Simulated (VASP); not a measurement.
Here is a VASP 6.6.1 calculation.

The input INCAR:

```
SYSTEM = Cl
ALGO = Normal ; EDIFF = 1E-6
ENCUT = 520 ; GGA = PE
ISIF = 2 ; ISMEAR = -1
LASPH = .TRUE. ; LCHARG = .TRUE.
LELF = .TRUE. ; LREAL = .FALSE.
LVHAR = .TRUE. ; LWAVE = .FALSE.
NBANDS = 14 ; NELM = 80
PREC = Accurate ; SIGMA = 0.08
```

The input KPOINTS:

```
k-points
0
G
  16 16 16
  0 0 0
```

Contents of POSCAR:

```
Cl
1.0
   -2.6212569755      2.6212569755      1.8223673819
    2.6212569755     -2.6212569755      1.8223673819
    2.6212569755      2.6212569755     -1.8223673819
Cl
2
Direct
   -0.3750000000     -0.1250000000     -0.2500000000
    0.3750000000      0.1250000000      0.2500000000
```

Potentials or basis: VASP PAW PBE potentials, release 64 (Cl).

Launch:

```console
$ cat potpaw_PBE.64/Cl/POTCAR > POTCAR
$ mpirun -np 1 vasp_std > vasp.out
```

Q: What does it give for the pressure?

A: -0.1 GPa.

Q: What does it give for the band gap on the k mesh?

A: Zero (bands 7 and 8 overlap by 1.45 eV).
